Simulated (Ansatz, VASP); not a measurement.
**Two plane-wave programs on Ge**

```
Ge
1.0
     5.93000    0.00000    0.00000
     0.00000    5.93000    0.00000
     0.00000    0.00000    6.98000
Ge
12
Direct
  0.09120 0.09120 0.00000
  0.40880 0.59120 0.75000
  0.90880 0.90880 0.50000
  0.59120 0.40880 0.25000
  0.17300 0.37840 0.24860
  0.12160 0.67300 0.99860
  0.82700 0.62160 0.74860
  0.87840 0.32700 0.49860
  0.67300 0.12160 0.00140
  0.62160 0.82700 0.25140
  0.32700 0.87840 0.50140
  0.37840 0.17300 0.75140
```

Alike in both runs: task relaxation of cell and atoms; functional RPBE; k mesh 3 × 3 × 3; occupations fermi-dirac, width 0.05 eV; no spin polarisation.

```csv
,VASP,Ansatz
version,VASP 6.6.1,Ansatz 0.2.0
potentials or method,"VASP PAW PBE potentials, release 64 (Ge_d), cutoff 600 eV","plane waves (420 eV) with PAW, scalar-relativistic"
valence electrons in the cell,168,168
```

Ansatz gave:

```
relaxed volume (Å³/atom)                                                      : 22.13
relaxed length of the cell vector where the two differ most in proportion (Å) : 6.053
```

**Question.** Which values does VASP return?

**Answer.** Relaxed volume (Å³/atom): 22.15; relaxed length of the cell vector where the two differ most in proportion (Å): 6.055.

VASP's potentials were made for PBE, not for RPBE.
